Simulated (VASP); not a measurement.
# Nb4P3 (P4/mmm) in VASP: single point with PBE

Aim: the single point of Nb4P3 with PBE.

All numbers are computed with VASP 6.6.1; they aren't measurements. Logs are shortened: lines on timing, memory, paths and dates and some standing lists are left out, and cuts for length are marked.

## Step 1: The cell of the first run

Symmetry: P4/mmm, No. 123, tetragonal system. The conventional cell has a = 3.525 Å, b = 3.525 Å, c = 9.768 Å, α = 90.00°, β = 90.00°, γ = 90.00°. Within 3.1 Å of Nb (site symmetry 4/mmm) lie 2 P at 2.38 Å. Nb (site symmetry 4mm) has 5 P at 2.49 to 2.52 Å within 3.3 Å. Nb (site symmetry 4/mmm) has 6 P at 2.49 to 2.50 Å within 3.3 Å. Within 3.1 Å of P (site symmetry 4mm) lie 6 Nb at 2.38 to 2.50 Å. P (site symmetry 4/mmm) has 6 Nb at 2.49 to 2.52 Å within 3.3 Å.

## Step 2: Single point, PBE, collinear spin (atoms taken out)

File INCAR:

```
SYSTEM = Nb4P3
ALGO     = Fast           ! electronic algorithm
EDIFF    = 1E-6           ! SCF threshold, eV
ENCUT    = 520            ! plane-wave cutoff, eV
GGA      = PE             ! functional
ISIF     = 2              ! what is computed and relaxed
ISMEAR   = 0              ! smearing method
ISPIN    = 2              ! spin polarisation
LASPH    = .True.         ! aspherical terms in the spheres
LCHARG   = .False.        ! write CHGCAR
LMAXMIX  = 4              ! l up to which the mixer works
LORBIT   = 11             ! projections on sites
LREAL    = .False.        ! projectors in reciprocal space
LWAVE    = .False.        ! write WAVECAR
MAGMOM   = 1 1 1 1 0 0 0  ! initial moments
NBANDS   = 46             ! bands
NELM     = 150            ! most SCF steps
PREC     = Accurate       ! precision mode
SIGMA    = 0.1            ! smearing width, eV
```

File KPOINTS:

```
k-points
0
Gamma
  6 6 2
  0 0 0
```

File POSCAR:

```
Nb4P3
1.0
    3.5249656364      0.0000000000      0.0000000000
    0.0000000000      3.5249656364      0.0000000000
    0.0000000000      0.0000000000      9.7675786387
Nb P
4 3
Direct
    0.0000000000      0.0000000000      0.0000000000
    0.5000000000      0.5000000000      0.7576343155
    0.0000000000      0.0000000000      0.5000000000
    0.5000000000      0.5000000000      0.2423656845
    0.0000000000      0.0000000000      0.7563742513
    0.5000000000      0.5000000000      0.5000000000
    0.0000000000      0.0000000000      0.2436257487
```

Potentials or basis: VASP PAW PBE potentials, release 64 (Nb_sv, P).

Launch:

```console
$ cat potpaw_PBE.64/Nb_sv/POTCAR potpaw_PBE.64/P/POTCAR > POTCAR
$ mpirun -np 1 vasp_std > vasp.out
```

OUTCAR:

```text
SYSTEM = Nb4P3
   EDIFF = 1E-6
   ENCUT = 520
   GGA = PE
   ISIF = 2
   ISMEAR = 0
   ISPIN = 2
   LASPH = .True.
   LORBIT = 11
   LREAL = .False.
   NELM = 150
   PREC = Accurate

 ion  position               nearest neighbor table
   1  0.000  0.000  0.000-   5 2.38   7 2.38
   2  0.500  0.500  0.758-   5 2.49   5 2.49   5 2.49   5 2.49   6 2.52
   3  0.000  0.000  0.500-   6 2.49   6 2.49   6 2.49   6 2.49   7 2.50   5 2.50
   4  0.500  0.500  0.242-   7 2.49   7 2.49   7 2.49   7 2.49   6 2.52
   5  0.000  0.000  0.756-   1 2.38   2 2.49   2 2.49   2 2.49   2 2.49   3 2.50
   6  0.500  0.500  0.500-   3 2.49   3 2.49   3 2.49   3 2.49   4 2.52   2 2.52
   7  0.000  0.000  0.244-   1 2.38   4 2.49   4 2.49   4 2.49   4 2.49   3 2.50

  LATTYP: Found a simple tetragonal cell.
 ALAT       =     3.5249656364
 C/A-ratio  =     2.7709713076

  Lattice vectors:

 A1 = (   3.5249656364,   0.0000000000,   0.0000000000)
 A2 = (   0.0000000000,   3.5249656364,   0.0000000000)
 A3 = (   0.0000000000,   0.0000000000,   9.7675786387)

Analysis of symmetry for initial positions (statically):
=====================================================================
 Subroutine PRICEL returns:
 Original cell was already a primitive cell.

 Routine SETGRP: Setting up the symmetry group for a
 simple tetragonal supercell.

 Subroutine GETGRP returns: Found 16 space group operations
 (whereof 16 operations were pure point group operations)
 out of a pool of 16 trial point group operations.

The static configuration has the point symmetry D_4h.

Analysis of symmetry for dynamics (positions and initial velocities):
=====================================================================
 Subroutine PRICEL returns:
 Original cell was already a primitive cell.

 Routine SETGRP: Setting up the symmetry group for a
 simple tetragonal supercell.

 Subroutine GETGRP returns: Found 16 space group operations
 (whereof 16 operations were pure point group operations)
 out of a pool of 16 trial point group operations.

The dynamic configuration has the point symmetry D_4h.

Analysis of structural, dynamic, and magnetic symmetry:
=====================================================================
 Subroutine PRICEL returns:
 Original cell was already a primitive cell.

 Routine SETGRP: Setting up the symmetry group for a
 simple tetragonal supercell.

 Subroutine GETGRP returns: Found 16 space group operations
 (whereof 16 operations were pure point group operations)
[... 149 lines left out ...]
 number of electron      67.0000000 magnetization       0.0000795

 Free energy of the ion-electron system (eV)
  ---------------------------------------------------
  ext. energy  EPLUGINS =         0.00000000
  ---------------------------------------------------
  free energy    TOTEN  =       -60.07796232 eV

  energy without entropy =      -60.05092262  energy(sigma->0) =      -60.06444247

 E-fermi :  10.4514     XC(G=0): -11.7138

 val. band max:       10.4477582157   @ k =   0.3333   0.0000   0.0000
 cond. band min:      10.4899004288   @ k =   0.1667   0.1667   0.5000
 fundamental gap:      0.0421422131
 Fermi energy:        10.4514052290

 spin component 1

 k-point     1 :       0.0000    0.0000    0.0000
  band No.  band energies     occupation
      1     -45.1438      1.00000
      2     -45.0700      1.00000
      3     -45.0687      1.00000
      4     -44.6726      1.00000
      5     -21.3310      1.00000
      6     -21.2505      1.00000
[... 949 lines left out ...]
     44      13.0238      0.00000
     45      13.2233      0.00000
 Fermi energy:        10.4514052290

 spin component 2

 k-point     1 :       0.0000    0.0000    0.0000
  band No.  band energies     occupation
      1     -45.1438      1.00000
      2     -45.0702      1.00000
      3     -45.0689      1.00000
      4     -44.6723      1.00000
      5     -21.3310      1.00000
      6     -21.2505      1.00000
[... 949 lines left out ...]
     44      13.0252      0.00000
     45      13.2530      0.00000
 [bands above 45 left out]

------------------------ aborting loop because EDIFF is reached ----------------------------------------

  FORCE on cell =-STRESS in cart. coord.  units (eV):
  Direction    XX          YY          ZZ          XY          YZ          ZX
  --------------------------------------------------------------------------------------
  -------------------------------------------------------------------------------------
  Total       -0.3188268     -0.3188268     -0.1985905      0.0000000      0.0000000      0.0000000
  in kB       -4.2089011     -4.2089011     -2.6216363      0.0000000      0.0000000      0.0000000
  external PRESSURE =      -3.6798129 kB  Pullay stress =       0.0000000 kB

 VOLUME and BASIS-vectors are now :
 -----------------------------------------------------------------------------
  energy-cutoff  :      520.00
  volume of cell :      121.37
      direct lattice vectors                 reciprocal lattice vectors
     3.524965636  0.000000000  0.000000000     0.283690709  0.000000000  0.000000000
     0.000000000  3.524965636  0.000000000     0.000000000  0.283690709  0.000000000
     0.000000000  0.000000000  9.767578639     0.000000000  0.000000000  0.102379519

 POSITION                                       TOTAL-FORCE (eV/Angst)
 -----------------------------------------------------------------------------------
      0.00000      0.00000      0.00000        -0.000000      0.000000     -0.000000
      1.76248      1.76248      7.40025        -0.000000     -0.000000      0.031918
      0.00000      0.00000      4.88379        -0.000000      0.000000     -0.000000
      1.76248      1.76248      2.36733         0.000000     -0.000000     -0.031918
      0.00000      0.00000      7.38794        -0.000000      0.000000     -0.037562
      1.76248      1.76248      4.88379        -0.000000      0.000000     -0.000000
      0.00000      0.00000      2.37963        -0.000000      0.000000      0.037562
 -----------------------------------------------------------------------------------
    total drift:                                0.000000      0.000000     -0.000000

  FREE ENERGIE OF THE ION-ELECTRON SYSTEM (eV)
  ---------------------------------------------------
  free  energy   TOTEN  =       -60.0779623249 eV

  energy  without entropy=      -60.0509226161  energy(sigma->0) =      -60.06444247

 total charge

# of ion       s       p       d       tot
------------------------------------------
    1        2.143   5.988   2.406  10.537
    2        2.143   6.005   2.495  10.642
    3        2.144   6.020   2.548  10.712
    4        2.143   6.005   2.495  10.642
    5        1.025   1.589   0.000   2.614
    6        1.020   1.570   0.000   2.590
    7        1.025   1.589   0.000   2.614
--------------------------------------------------
tot         11.642  28.765   9.943  50.351

 magnetization (x)

# of ion       s       p       d       tot
------------------------------------------
    1        0.000   0.000   0.000   0.000
    2       -0.000  -0.000  -0.000  -0.000
    3        0.000  -0.000  -0.000  -0.000
    4       -0.000  -0.000  -0.000  -0.000
    5        0.000   0.000   0.000   0.000
    6       -0.000   0.000   0.000   0.000
    7        0.000   0.000   0.000   0.000
--------------------------------------------------
tot          0.000   0.000   0.000   0.000
```

Wall time 13 min (1 thread of Oxide Virtual Turin-like, shared host); peak memory 0.34 GiB.

Results:

```
Free energy                                           : -60.0780 eV
Pressure                                              : -0.4 GPa
Largest force                                         : 0.038 eV/Å
Net moment                                            : 0.00 μB per cell
Valence electrons inside the program's atomic spheres : Nb 10.54, 10.64, 10.71 (each value once); P 2.61, 2.59 (each value once)
```

Forces on the atoms (eV/Å):
```
Nb   0.000  0.000  0.000
Nb   0.000  0.000  0.032
Nb   0.000  0.000  0.000
Nb   0.000  0.000 -0.032
P    0.000  0.000 -0.038
P    0.000  0.000  0.000
P    0.000  0.000  0.038
```

Stress tensor (GPa, compression positive):
```
-0.42  0.00  0.00
 0.00 -0.42  0.00
 0.00  0.00 -0.26
```

Levels at points of the mesh, in eV from the Fermi level:
Spin up:
```csv
k point,band 31,band 32,band 33,band 34,band 35,band 36
"(0.00, 0.00, 0.00)",-1.34,-1.34,-1.10,-0.97,-0.97,-0.67
"(0.50, 0.00, 0.00)",-0.83,0.04,0.13,0.41,1.17,1.21
"(0.50, 0.50, 0.00)",-1.72,-0.34,-0.34,0.19,0.71,1.16
"(0.00, 0.00, 0.50)",-1.83,-1.83,-1.08,-0.74,-0.49,-0.42
"(0.50, 0.00, 0.50)",-0.94,-0.22,0.46,0.99,1.03,1.15
"(0.50, 0.50, 0.50)",-1.44,-0.66,-0.66,0.38,1.29,1.31
```
Spin down:
| k point | band 29 | band 30 | band 31 | band 32 | band 33 | band 34 | band 35 | band 36 | band 37 | band 38 |
| --- | --- | --- | --- | --- | --- | --- | --- | --- | --- | --- |
| (0.00, 0.00, 0.00) | -2.21 | -2.21 | -1.34 | -1.34 | -1.10 | -0.97 | -0.97 | -0.68 | -0.60 | -0.42 |
| (0.50, 0.00, 0.00) | -1.42 | -1.31 | -0.83 | 0.04 | 0.13 | 0.41 | 1.17 | 1.21 | 1.44 | 1.56 |
| (0.50, 0.50, 0.00) | -3.25 | -1.89 | -1.72 | -0.34 | -0.34 | 0.19 | 0.71 | 1.16 | 1.16 | 1.69 |
| (0.00, 0.00, 0.50) | -2.22 | -2.18 | -1.83 | -1.83 | -1.08 | -0.74 | -0.49 | -0.42 | -0.42 | -0.37 |
| (0.50, 0.00, 0.50) | -1.37 | -1.11 | -0.94 | -0.22 | 0.46 | 0.99 | 1.03 | 1.16 | 1.27 | 1.32 |
| (0.50, 0.50, 0.50) | -2.67 | -2.67 | -1.44 | -0.66 | -0.66 | 0.38 | 1.29 | 1.31 | 1.31 | 1.67 |

Caveat: the cell differs from its parent crystal (atoms taken out).
